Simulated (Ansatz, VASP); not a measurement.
# Two plane-wave programs on ReMoS4

Contents of INCAR:

```
SYSTEM = ReMoS4
PREC = Accurate ; ENCUT = 600
EDIFF = 1E-6 ; ISMEAR = 0
SIGMA = 0.2 ; LREAL = .FALSE.
LASPH = .TRUE. ; NELM = 200
ALGO = Normal ; ISIF = 2
LWAVE = .FALSE. ; LCHARG = .FALSE.
ISPIN = 2 ; MAGMOM = 0.44 0.44 0 0 0 0 0 0 0 0 0 0
LORBIT = 11 ; LMAXMIX = 4
GGA = PE ; NBANDS = 61
GGA_COMPAT = .FALSE.
```

Contents of KPOINTS:

```
Automatic mesh
0
G
  6 6 1
  0 0 0
```

POSCAR

```
ReMoS4
1.0
    3.2265350137      0.0000000000      0.0000000000
   -1.6132675068      2.7942612881      0.0000000000
    0.0000000000      0.0000000000     28.2066606269
Re Mo S
2 2 8
Direct
    0.6666666667      0.3333333333      0.2500000000
    0.6666666667      0.3333333333      0.7500000000
    0.3333333333      0.6666666667      0.0000000000
    0.3333333333      0.6666666667      0.5000000000
    1.0000000000      1.0000000000      0.1967124743
    1.0000000000      1.0000000000      0.6967124743
    0.6666666667      0.3333333333      0.4451408189
    0.6666666667      0.3333333333      0.9451408189
    0.6666666667      0.3333333333      0.0548591811
    0.6666666667      0.3333333333      0.5548591811
    1.0000000000      1.0000000000      0.3032875257
    1.0000000000      1.0000000000      0.8032875257
```

Input for Ansatz:

```yaml
crystal:
  lattice:
    - [3.2265350137, 0.0, 0.0]
    - [-1.6132675068, 2.7942612881, 0.0]
    - [0.0, 0.0, 28.2066606269]
  atoms:
    - { symbol: Re, position: [0.6666666667, 0.3333333333, 0.25], spin: 0.44 }
    - { symbol: Re, position: [0.6666666667, 0.3333333333, 0.75], spin: 0.44 }
    - { symbol: Mo, position: [0.3333333333, 0.6666666667, 0.0] }
    - { symbol: Mo, position: [0.3333333333, 0.6666666667, 0.5] }
    - { symbol: S, position: [1.0, 1.0, 0.1967124743] }
    - { symbol: S, position: [1.0, 1.0, 0.6967124743] }
    - { symbol: S, position: [0.6666666667, 0.3333333333, 0.4451408189] }
    - { symbol: S, position: [0.6666666667, 0.3333333333, 0.9451408189] }
    - { symbol: S, position: [0.6666666667, 0.3333333333, 0.0548591811] }
    - { symbol: S, position: [0.6666666667, 0.3333333333, 0.5548591811] }
    - { symbol: S, position: [1.0, 1.0, 0.3032875257] }
    - { symbol: S, position: [1.0, 1.0, 0.8032875257] }
basis:
  ecutwfc: 420
kpoints:
  mp_grid: { grid: [6, 6, 1] }
hamiltonian:
  xc: pbe
scf:
  occupations: { method: gaussian, width: 0.2 }
  lower_state_search: "off"
output:
  forces: true
  stress: true
  eigenvalues: true
  populations: true
magnetization:
  spin_polarized: true
```

Alike in both runs: task single point; functional PBE; k mesh 6 × 6 × 1; occupations gaussian, width 0.2 eV; collinear spin.

|  | VASP | Ansatz |
| --- | --- | --- |
| version | VASP 6.6.1 | Ansatz 0.2.0 |
| potentials or method | VASP PAW PBE potentials, release 64 (Re, Mo_sv, S), cutoff 600 eV | scalar-relativistic, plane waves, PAW |
| valence electrons in the cell | 90 | 106 |

|  | VASP | Ansatz | Ansatz less VASP |
| --- | --- | --- | --- |
| gap on the k mesh at the Fermi level (eV) | none | none | - |
| pressure (GPa) | 0.2 | 0.1 | -0.09 |
| traceless stress, the component that is largest in VASP (GPa) | 0.14 | 0.23 | +0.089 |
| rms of the force components (eV/Å) | 0.040 | 0.029 | -0.0111 |
| net moment per atom (μB) | 0.09 | 0.10 | +0.002 |
| size of the moment on the site where the two differ most (μB) | 0.49 | 0.39 | -0.099 |

Site moments also hang on the region over which each program counts them. Atom by atom the forces differ by 0.011 eV/Å (rms over components). A gap of «none» marks a metal or a gap that the smearing closes. With one functional, cell and mesh, what is left measures potentials, basis and numerics. VASP's potentials hold 90 valence electrons a cell and Ansatz's 106, so a difference there can come from the potentials and not from the codes.

The k mesh is coarse, so the values compare programs but aren't converged. Spin-orbit coupling is off throughout.
